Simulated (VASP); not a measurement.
Wanted: the native input for a VASP 6.6.1 run.

```
Task                   : single point
Functional             : LDA
Potentials or basis    : VASP PAW LDA potentials, release 64 (W_sv)
Cutoff                 : 520 eV
k mesh                 : 22 × 22 × 22
Occupations            : gaussian, width 0.15 eV
Spin                   : no spin polarisation
Dipole correction      : no
Further INCAR settings : ALGO = Fast; EDIFF = 1e-07; NBANDS = 13
```

The structure of W lies in POSCAR:

```
W
1.0
    0.0000000000      2.0074306916      2.0074306916
    2.0074306916      0.0000000000      2.0074306916
    2.0074306916      2.0074306916      0.0000000000
W
1
Direct
    0.0000000000      0.0000000000      0.0000000000
```

This isn't the form of W at room conditions, which is bcc.

The input as run:

INCAR

```
ALGO     = Fast           # electronic algorithm
EDIFF    = 1E-7           # SCF threshold, eV
ENCUT    = 520            # plane-wave cutoff, eV
ISIF     = 2              # what is computed and relaxed
ISMEAR   = 0              # smearing method
LASPH    = True           # aspherical terms in the spheres
LCHARG   = True           # write CHGCAR
LELF     = True           # ELF
LREAL    = False          # projectors in reciprocal space
LVHAR    = True         
LWAVE    = False          # write WAVECAR
NBANDS   = 13             # bands
NELM     = 60             # most SCF steps
PREC     = Accurate       # precision mode
SIGMA    = 0.15           # smearing width, eV
```

KPOINTS

```
k-points
0
Gamma
  22 22 22
```

Potentials or basis: VASP PAW LDA potentials, release 64 (W_sv).

Run with:

```console
$ cat potpaw_LDA.64/W_sv/POTCAR > POTCAR
$ mpirun -np 1 vasp_std > vasp.out
```

Results of the run:

```yaml
Pressure: -7.8 GPa
Band_gap_on_the_k_mesh: zero (bands 7 and 8 overlap by 3.87 eV)
```

Caveat: the cell stands under tension; spin-orbit coupling is left out, which moves the levels of the heavy elements.

It took 100 s on 1 thread of Intel Xeon 8259CL, with other jobs on the host, peak memory 0.19 GiB.
